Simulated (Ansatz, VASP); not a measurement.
Cd4TeO3: VASP beside Ansatz

```
CELL_PARAMETERS angstrom
3.88286 0.00000 0.00000
-1.94143 3.36265 0.00000
0.00000 0.00000 12.49749
ATOMIC_POSITIONS crystal
Cd 0.33333 0.66667 0.46447
Cd 0.33333 0.66667 0.88433
Cd 0.00000 0.00000 0.67116
Cd 0.00000 0.00000 0.25603
Te 0.00000 0.00000 0.01689
O 0.33333 0.66667 0.28545
O 0.33333 0.66667 0.70922
O 0.00000 0.00000 0.49245
```

Alike in both runs: functional PBE; k mesh 4 × 4 × 1; occupations gaussian, width 0.15 eV; no spin polarisation.

Ansatz relaxed the structure, and its values are those at the end. VASP's run is a single point on that final structure, the one shown.

|  | VASP | Ansatz |
| --- | --- | --- |
| version | VASP 6.6.1 | Ansatz 0.2.0 |
| potentials or method | VASP PAW PBE potentials, release 64 (Cd, Te, O), cutoff 520 eV | scalar-relativistic, plane waves, PAW |
| valence electrons in the cell | 72 | 114 |

VASP gave:

```
gap on the k mesh at the Fermi level (eV) : none
pressure (GPa)                            : 1.0
rms of the force components (eV/Å)        : 0.027
```

**Question.** Estimate Ansatz's values.

**Answer.** gap on the k mesh at the Fermi level (eV): none; pressure (GPa): 0.3; rms of the force components (eV/Å): 0.006.

A gap of «none» marks a metal or a gap that the smearing closes. VASP's potentials hold 72 valence electrons a cell and Ansatz's 114, so a difference there can come from the potentials and not from the codes.

The k mesh is coarse, so the values compare programs but aren't converged. Neither program's run includes spin-orbit coupling.
